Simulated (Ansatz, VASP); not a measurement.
# Na3H in VASP and in Ansatz

INCAR

```
  ALGO = Normal
  EDIFF = 1E-7
  EDIFFG = -0.04
  ENCUT = 600
  GGA = PE
  IBRION = 2
  ISIF = 3
  ISMEAR = 0
  LASPH = T
  LCHARG = F
  LREAL = F
  LWAVE = F
  NELM = 60
  NSW = 90
  PREC = Accurate
  SIGMA = 0.1
```

KPOINTS

```
k-points
0
Gamma
  4 4 4
```

POSCAR

```
Na3H
1.0
    4.0547975109      0.0000000000      0.0000000000
    0.0000000000      4.0547975109      0.0000000000
    0.0000000000      0.0000000000      4.0547975109
Na H
3 1
Direct
    0.0000000000      0.5000000000      0.5000000000
    0.5000000000      0.0000000000      0.5000000000
    0.5000000000      0.5000000000      0.0000000000
    0.0000000000      0.0000000000      0.0000000000
```

Input for Ansatz:

```yaml
crystal:
  lattice:
    - [4.0547975109, 0.0, 0.0]
    - [0.0, 4.0547975109, 0.0]
    - [0.0, 0.0, 4.0547975109]
  atoms:
    - { symbol: Na, position: [0.0, 0.5, 0.5] }
    - { symbol: Na, position: [0.5, 0.0, 0.5] }
    - { symbol: Na, position: [0.5, 0.5, 0.0] }
    - { symbol: H, position: [0.0, 0.0, 0.0] }
basis:
  ecutwfc: 420
kpoints:
  mp_grid: { grid: [4, 4, 4] }
hamiltonian:
  xc: pbe
scf:
  occupations: { method: gaussian, width: 0.1 }
  lower_state_search: "off"
output:
  forces: true
  stress: true
  eigenvalues: true
relax:
  adjacent_minimum: "off"
  f_tol: 0.04
  max_steps: 70
  cell: { stress_tol: 0.4 }
```

Alike in both runs: task relaxation of cell and atoms; functional PBE; k mesh 4 × 4 × 4; occupations gaussian, width 0.1 eV; no spin polarisation.

|  | VASP | Ansatz |
| --- | --- | --- |
| version | VASP 6.6.1 | Ansatz 0.2.0 |
| potentials or method | VASP PAW PBE potentials, release 64 (Na_pv, H), cutoff 600 eV | scalar-relativistic, plane waves, PAW |
| valence electrons in the cell | 22 | 28 |

Ansatz gave:

| Property | Result |
| --- | --- |
| gap on the k mesh at the Fermi level, each at its own relaxed structure (eV) | none |
| relaxed volume (Å³/atom) | 25.59 |
| relaxed cell length with the largest relative difference (Å) | 4.678 |

Task: What did VASP give for the same quantities?

Result: gap on the k mesh at the Fermi level, each at its own relaxed structure (eV): none; relaxed volume (Å³/atom): 25.60; relaxed cell length with the largest relative difference (Å): 4.678.

A gap of «none» marks a metal or a gap that the smearing closes. VASP's potentials hold 22 valence electrons a cell and Ansatz's 28, so a difference there can come from the potentials and not from the codes.

The k mesh is coarse, so the values compare programs but aren't converged. Noted on VASP's run: the volume moved by over 15 % at a fixed basis, so the end points are rough.
